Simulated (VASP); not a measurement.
Crystal: CuF.

```xyz
4
Lattice="2.7625 0.0000 0.0000 -1.3813 2.3924 0.0000 0.0000 0.0000 6.4020" Properties=species:S:1:pos:R:3 pbc="T T T"
Cu    0.0000    0.0000    0.0000
Cu    0.0000    0.0000    3.2010
F     0.0000    1.5950    1.6005
F     1.3813    0.7975    4.8015
```

Base run:

* Program: VASP 6.6.1
* Functional: PBE
* Potentials or basis: VASP PAW PBE potentials, release 64 (Cu, F)
* Cutoff: 520 eV
* k mesh: 9 × 9 × 4
* Occupations: gaussian, width 0.05 eV
* Spin: no spin polarisation

Its results: band gap on the k mesh zero (band 18 reaches 4.83 eV, above the bottom of band 19 at 4.41 eV); pressure 6.2 GPa.

Question: After a change of settings the same cell gave: band gap on the k mesh zero (band 18 reaches 4.81 eV, above the bottom of band 19 at 4.40 eV); pressure 5.4 GPa. Which change was it?
A. occupations from gaussian, width 0.05 eV to methfessel-paxton, width 0.5 eV
B. occupations from gaussian, width 0.05 eV to fermi-dirac, width 0.02 eV; dispersion from none to D4
C. occupations from gaussian, width 0.05 eV to methfessel-paxton, width 0.2 eV
D. occupations from gaussian, width 0.05 eV to fermi-dirac, width 0.001 eV; further incar settings from ALGO = Normal; EDIFF = 1e-06; NBANDS = 26 to ALGO = Normal; EDIFF = 1e-07; NBANDS = 26

Answer: A.

Caveats: semilocal functionals often make such compounds metallic where correlation or magnetic order opens a gap, which also shifts bond lengths.
